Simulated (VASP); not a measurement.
# Os (Fm-3m) in VASP: further runs

The runs below take Os through single point, with LDA.

Everything below comes from runs of VASP 6.6.1. Logs are shortened: lines on timing, memory, paths and dates and some standing lists are left out, and cuts for length are marked.

### 1 The cell of the first run

Symmetry: Fm-3m, No. 225, cubic system. Conventional cell: a = 3.344 Å, b = 3.344 Å, c = 3.344 Å, α = 90.00°, β = 90.00°, γ = 90.00°. Within 3.1 Å of Os (site symmetry m-3m) lie 12 Os at 2.36 Å.

### 2 Single point, LDA (volume scaled by 0.68)

File INCAR:

```
PREC = Accurate
ENCUT = 520
EDIFF = 1E-7
ISMEAR = -1
SIGMA = 0.08
LREAL = False
LASPH = True
NELM = 80
ALGO = Normal
ISIF = 2
LWAVE = False
LCHARG = True
GGA = CA
LELF = True
LVHAR = True
NBANDS = 10
```

File KPOINTS:

```
Automatic mesh
0
Gamma
  19 19 19
```

File POSCAR:

```
Os
1.0
    0.0000000000      1.6719464131      1.6719464131
    1.6719464131      0.0000000000      1.6719464131
    1.6719464131      1.6719464131      0.0000000000
Os
1
Direct
    0.0000000000      0.0000000000      0.0000000000
```

Potentials or basis: VASP PAW LDA potentials, release 64 (Os).

Started as:

```console
cat potpaw_LDA.64/Os/POTCAR > POTCAR
mpirun -np 1 vasp_std > vasp.out
```

OUTCAR:

```text
PREC = Accurate
   ENCUT = 520
   EDIFF = 1E-7
   ISMEAR = -1
   LREAL = False
   LASPH = True
   NELM = 80
   ISIF = 2
   GGA = CA

 ion  position               nearest neighbor table
   1  0.000  0.000  0.000-

  LATTYP: Found a face centered cubic cell.
 ALAT       =     3.3438928262

  Lattice vectors:

 A1 = (   0.0000000000,   1.6719464131,   1.6719464131)
 A2 = (   1.6719464131,   0.0000000000,   1.6719464131)
 A3 = (   1.6719464131,   1.6719464131,   0.0000000000)

Analysis of symmetry for initial positions (statically):
=====================================================================
 Subroutine PRICEL returns:
 Original cell was already a primitive cell.

 Routine SETGRP: Setting up the symmetry group for a
 face centered cubic supercell.

 Subroutine GETGRP returns: Found 48 space group operations
 (whereof 48 operations were pure point group operations)
 out of a pool of 48 trial point group operations.

The static configuration has the point symmetry O_h .

Analysis of symmetry for dynamics (positions and initial velocities):
=====================================================================
 Subroutine PRICEL returns:
 Original cell was already a primitive cell.

 Routine SETGRP: Setting up the symmetry group for a
 face centered cubic supercell.

 Subroutine GETGRP returns: Found 48 space group operations
 (whereof 48 operations were pure point group operations)
 out of a pool of 48 trial point group operations.

The dynamic configuration has the point symmetry O_h .

 Subroutine INISYM returns: Found 48 space group operations
 (whereof 48 operations are pure point group operations),
 and found     1 'primitive' translations

----------------------------------------------------------------------------------------

                                     Primitive cell

  volume of cell :       9.3475

  direct lattice vectors                    reciprocal lattice vectors
     0.000000000  1.671946413  1.671946413    -0.299052647  0.299052647  0.299052647
     1.671946413  0.000000000  1.671946413     0.299052647 -0.299052647  0.299052647
     1.671946413  1.671946413  0.000000000     0.299052647  0.299052647 -0.299052647

  length of vectors
     2.364489293  2.364489293  2.364489293     0.517974378  0.517974378  0.517974378

  position of ions in fractional coordinates (direct lattice)
     0.000000000  0.000000000  0.000000000

  ion indices of the primitive-cell ions
   primitive index   ion index
                 1           1

----------------------------------------------------------------------------------------

 KPOINTS: Automatic mesh

Automatic generation of k-mesh.
 Grid dimensions read from file:
 generate k-points for:   19   19   19

 Generating k-lattice:

  Cartesian coordinates                     Fractional coordinates (reciprocal lattice)
    -0.015739613  0.015739613  0.015739613     0.052631579  0.000000000  0.000000000
     0.015739613 -0.015739613  0.015739613     0.000000000  0.052631579  0.000000000
     0.015739613  0.015739613 -0.015739613     0.000000000  0.000000000  0.052631579

  Length of vectors
     0.027261809  0.027261809  0.027261809

  Shift w.r.t. Gamma in fractional coordinates (k-lattice)
     0.000000000  0.000000000  0.000000000

 Subroutine IBZKPT returns following result:
 ===========================================

 Found    220 irreducible k-points:

 Following reciprocal coordinates:
            Coordinates               Weight
  0.000000  0.000000  0.000000      1.000000
  0.052632  0.000000  0.000000      8.000000
  0.105263  0.000000  0.000000      8.000000
  0.157895  0.000000  0.000000      8.000000
  0.210526  0.000000  0.000000      8.000000
  0.263158  0.000000  0.000000      8.000000
[... 16 lines left out ...]
 -0.315789  0.052632  0.000000     24.000000
 -0.263158  0.052632  0.000000     24.000000
 [... further k-points ...]
   k-points           NKPTS =    220   k-points in BZ     NKDIM =    220   number of bands    NBANDS=     10
   number of dos      NEDOS =    301   number of ions     NIONS =      1
   total plane-waves  NPLWV =   5832
   dimension x,y,z NGX =    18 NGY =   18 NGZ =   18
   dimension x,y,z NGXF=    36 NGYF=   36 NGZF=   36
   ions per type =               1
   NGX,Y,Z   is equivalent  to a cutoff of  12.66, 12.66, 12.66 a.u.
   NGXF,Y,Z  is equivalent  to a cutoff of  25.31, 25.31, 25.31 a.u.
 SYSTEM =  unknown system
   PREC   = accura    normal or accurate (medium, high low for compatibility)
   ISTART =      0    job   : 0-new  1-cont  2-samecut
   ICHARG =      2    charge: 1-file 2-atom 10-const
   ISPIN  =      1    spin polarized calculation?
   LNONCOLLINEAR =      F non collinear calculations
   LSORBIT =      F    spin-orbit coupling
   LASPH  =      T    aspherical Exc in radial PAW
   ENCUT  =  520.0 eV  38.22 Ry    6.18 a.u.   4.40  4.40  4.40*2*pi/ulx,y,z
   NELM   =     80;   NELMIN=  2; NELMDL= -5     # of ELM steps
   EDIFF  = 0.1E-06   stopping-criterion for ELM
   LREAL  =      F    real-space projection
   EDIFFG = 0.1E-05   stopping-criterion for IOM
   NSW    =      0    number of steps for IOM
   IBRION =     -1    ionic relax: 0-MD 1-quasi-New 2-CG
   NFREE  =      0    steps in history (QN), initial steepest desc. (CG)
   ISIF   =      2    stress and relaxation
   ISYM   =      2    0-nonsym 1-usesym 2-fastsym
   POTIM  = 0.5000    time-step for ionic-motion
   TEBEG  =    0.0;   TEEND  =   0.0 temperature during run
   PSTRESS=    0.0 pullay stress
   NELECT =       8.0000    total number of electrons
   NUPDOWN=      -1.0000    fix difference up-down
   EMIN   =  10.00;   EMAX   =-10.00  energy-range for DOS
   EFERMI =   0.00;   METHOD = LEGACY
   ISMEAR =    -1;   SIGMA  =   0.08  broadening in eV -4-tet -1-fermi 0-gaus
   EFERMI_NEDOS =   21; number of points for ismear=-14 and -15
   IALGO  =     38    algorithm
   IMIX   =      4    mixing-type and parameters
     AMIX     =   0.40;   BMIX     =  1.00
     AMIX_MAG =   1.60;   BMIX_MAG =  1.00
  volume/ion in A,a.u.               =       9.35        63.08
  Fermi-wavevector in a.u.,A,eV,Ry     =   1.554315  2.937230 32.870264  2.415896
  Thomas-Fermi vector in A             =   2.658419
   LORBIT       =      0    0 simple, 1 ext, 2 COOP (PROOUT), +10 PAW based schemes
   GGA     = CA    functional components
   LHFCALC =     F    Hartree Fock is set to
   AEXX    =    0.0000 exact exchange contribution
   IVDW    =     0    specifies the selected vdW correction
   LEPSILON=     F    determine dielectric tensor
   LRPA    =     F    only Hartree local field effects (RPA)
 non-spin polarized calculation
  energy-cutoff  :      520.00
  volume of cell :        9.35
 maximum number of plane-waves:       265
 NGX is ok and might be reduce to    18
   NGX =  9   NGY =  9   NGZ =  9

 number of electron       8.0000001 magnetization

 Free energy of the ion-electron system (eV)
  ---------------------------------------------------
  ext. energy  EPLUGINS =         0.00000000
  ---------------------------------------------------
  free energy    TOTEN  =        -8.37801463 eV

  energy without entropy =       -8.36989550  energy(sigma->0) =       -8.37395506

 E-fermi :  16.8578     XC(G=0): -16.5391

 val. band max:       16.8430466970   @ k =   0.0000   0.0000   0.0000
 cond. band min:      16.8899377162   @ k =   0.4737   0.3158   0.1053
 fundamental gap:      0.0468910192
 Fermi energy:        16.8578428655

 k-point     1 :       0.0000    0.0000    0.0000
  band No.  band energies     occupation
      1       2.3481      2.00000
      2      11.2246      2.00000
      3      11.2246      2.00000
      4      11.2246      2.00000
      5      16.8430      1.09221
      6      16.8430      1.09221
      7      30.0378      0.00000
      8      38.6195      0.00000
      9      38.6195      0.00000
     10      38.6195      0.00000

 k-point     2 :       0.0526    0.0000    0.0000
  band No.  band energies     occupation
      1       2.5669      2.00000
      2      11.0777      2.00000
      3      11.3291      2.00000
      4      11.3291      2.00000
      5      16.7351      1.64541
      6      16.7351      1.64541
      7      30.4620      0.00000
      8      37.6791      0.00000
      9      39.0234      0.00000
     10      39.0234      0.00000

 k-point     3 :       0.1053    0.0000    0.0000
  band No.  band energies     occupation
      1       3.1793      2.00000
      2      10.7240      2.00000
      3      11.6064      2.00000
      4      11.6064      2.00000
      5      16.4824      1.98185
      6      16.4824      1.98185
      7      31.6040      0.00000
      8      36.0456      0.00000
      9      40.1933      0.00000
     10      40.1933      0.00000

 k-point     4 :       0.1579    0.0000    0.0000
  band No.  band energies     occupation
      1       4.0316      2.00000
      2      10.4038      2.00000
      3      11.9311      2.00000
      4      11.9311      2.00000
      5      16.2913      1.99832
      6      16.2913      1.99832
      7      32.6479      0.00000
      8      35.1939      0.00000
      9      42.0282      0.00000
     10      42.0282      0.00000

 k-point     5 :       0.2105    0.0000    0.0000
  band No.  band energies     occupation
      1       4.8116      2.00000
      2      10.4896      2.00000
      3      12.0879      2.00000
      4      12.0879      2.00000
      5      16.4554      1.98701
      6      16.4554      1.98701
      7      31.9136      0.00000
      8      36.7779      0.00000
      9      44.4110      0.00000
     10      44.4110      0.00000

 k-point     6 :       0.2632    0.0000    0.0000
  band No.  band energies     occupation
      1       5.1651      2.00000
      2      11.3370      2.00000
      3      11.9495      2.00000
      4      11.9495      2.00000
      5      17.1432      0.05491
      6      17.1432      0.05491
      7      30.7799      0.00000
      8      39.0415      0.00000
      9      47.2290      0.00000
     10      47.2290      0.00000
[... 183 lines left out ...]
 k-point    21 :      -0.4211    0.0526    0.0000
  band No.  band energies     occupation
      1       4.7816      2.00000
      2      10.7482      2.00000
      3      11.0656      2.00000
      4      16.2529      1.99896
      5      20.4278      0.00000
      6      21.9228      0.00000
      7      29.8297      0.00000
      8      34.1779      0.00000
      9      42.0256      0.00000
     10      43.0669      0.00000

 k-point    22 :      -0.3684    0.0526    0.0000
  band No.  band energies     occupation
      1       4.9806      2.00000
      2      11.0245      2.00000
      3      11.2751      2.00000
      4      14.8246      2.00000
      5      19.1981      0.00000
      6      21.0630      0.00000
      7      29.6949      0.00000
      8      36.7363      0.00000
      9      43.5291      0.00000
     10      45.4133      0.00000

 k-point    23 :      -0.3158    0.0526    0.0000
  band No.  band energies     occupation
      1       5.2297      2.00000
      2      11.3883      2.00000
      3      11.5998      2.00000
      4      13.0895      2.00000
      5      17.8420      0.00001
      6      19.8473      0.00000
      7      30.0813      0.00000
      8      39.2816      0.00000
      9      45.2062      0.00000
     10      48.0471      0.00000

 k-point    24 :      -0.2632    0.0526    0.0000
  band No.  band energies     occupation
      1       5.3866      2.00000
      2      11.3498      2.00000
      3      11.9096      2.00000
      4      11.9643      2.00000
      5      16.6148      1.90852
      6      18.5965      0.00000
      7      30.8695      0.00000
      8      39.6847      0.00000
      9      45.8208      0.00000
     10      47.3251      0.00000

 [... further k-points ...]

------------------------ aborting loop because EDIFF is reached ----------------------------------------

  FORCE on cell =-STRESS in cart. coord.  units (eV):
  Direction    XX          YY          ZZ          XY          YZ          ZX
  --------------------------------------------------------------------------------------
  -------------------------------------------------------------------------------------
  Total       24.9766505     24.9766505     24.9766505     -0.0000000      0.0000000      0.0000000
  in kB     4281.0245892   4281.0245892   4281.0245892     -0.0000000      0.0000000      0.0000000
  external PRESSURE =    4281.0245892 kB  Pullay stress =       0.0000000 kB

 VOLUME and BASIS-vectors are now :
 -----------------------------------------------------------------------------
  energy-cutoff  :      520.00
  volume of cell :        9.35
      direct lattice vectors                 reciprocal lattice vectors
     0.000000000  1.671946413  1.671946413    -0.299052647  0.299052647  0.299052647
     1.671946413  0.000000000  1.671946413     0.299052647 -0.299052647  0.299052647
     1.671946413  1.671946413  0.000000000     0.299052647  0.299052647 -0.299052647

 POSITION                                       TOTAL-FORCE (eV/Angst)
 -----------------------------------------------------------------------------------
      0.00000      0.00000      0.00000         0.000000      0.000000     -0.000000
 -----------------------------------------------------------------------------------
    total drift:                               -0.000000     -0.000000     -0.000000

  FREE ENERGIE OF THE ION-ELECTRON SYSTEM (eV)
  ---------------------------------------------------
  free  energy   TOTEN  =        -8.3780146304 eV

  energy  without entropy=       -8.3698954966  energy(sigma->0) =       -8.37395506
```

Run time: 7.5 s. Hardware: 1 thread of Intel Xeon 6975P-C (Granite Rapids), shared host; peak memory 0.13 GiB.

What came out:

| Property | Result |
| --- | --- |
| Free energy | -8.3780 eV |
| Pressure | 428.1 GPa |
| Band gap on the k mesh | zero (band 4 reaches 21.41 eV, above the bottom of band 5 at 14.12 eV) |

Levels at points of the mesh, in eV from the Fermi level:
| k point | band 2 | band 3 | band 4 | band 5 | band 6 | band 7 |
| --- | --- | --- | --- | --- | --- | --- |
| (0.00, 0.00, 0.00) | -5.63 | -5.63 | -5.63 | -0.01 | -0.01 | 13.18 |

Caveat: spin-orbit coupling is left out, which moves the levels of the heavy elements.

### 3 Single point, LDA (volume scaled by 0.68)

File INCAR:

```
PREC     = Accurate       # precision mode
ENCUT    = 520            # plane-wave cutoff, eV
EDIFF    = 1E-6           # SCF threshold, eV
ISMEAR   = -1             # smearing method
SIGMA    = 0.08           # smearing width, eV
LREAL    = F              # projectors in reciprocal space
LASPH    = T              # aspherical terms in the spheres
NELM     = 100            # most SCF steps
ALGO     = Normal         # electronic algorithm
ISIF     = 2              # what is computed and relaxed
LWAVE    = F              # write WAVECAR
LCHARG   = T              # write CHGCAR
LELF     = T              # ELF
LVHAR    = T            
NBANDS   = 10             # bands
```

KPOINTS is that of step 2.

POSCAR is that of step 2.

Potentials or basis: VASP PAW LDA potentials, release 64 (Os).

Started as:

```console
cat potpaw_LDA.64/Os/POTCAR > POTCAR
mpirun -np 1 vasp_std > vasp.out
```

Wall time 7.9 s (1 thread of Intel Xeon 6975P-C (Granite Rapids), shared host); peak memory 0.13 GiB.

The run converged. Its results:

```
Free energy            : -8.3780 eV
Pressure               : 428.1 GPa
Band gap on the k mesh : zero (band 4 reaches 21.41 eV, above the bottom of band 5 at 14.12 eV)
```

Levels at points of the mesh, in eV from the Fermi level:
| k point | band 2 | band 3 | band 4 | band 5 | band 6 | band 7 |
| --- | --- | --- | --- | --- | --- | --- |
| (0.00, 0.00, 0.00) | -5.63 | -5.63 | -5.63 | -0.01 | -0.01 | 13.18 |

Caveat: spin-orbit coupling is left out, which moves the levels of the heavy elements.
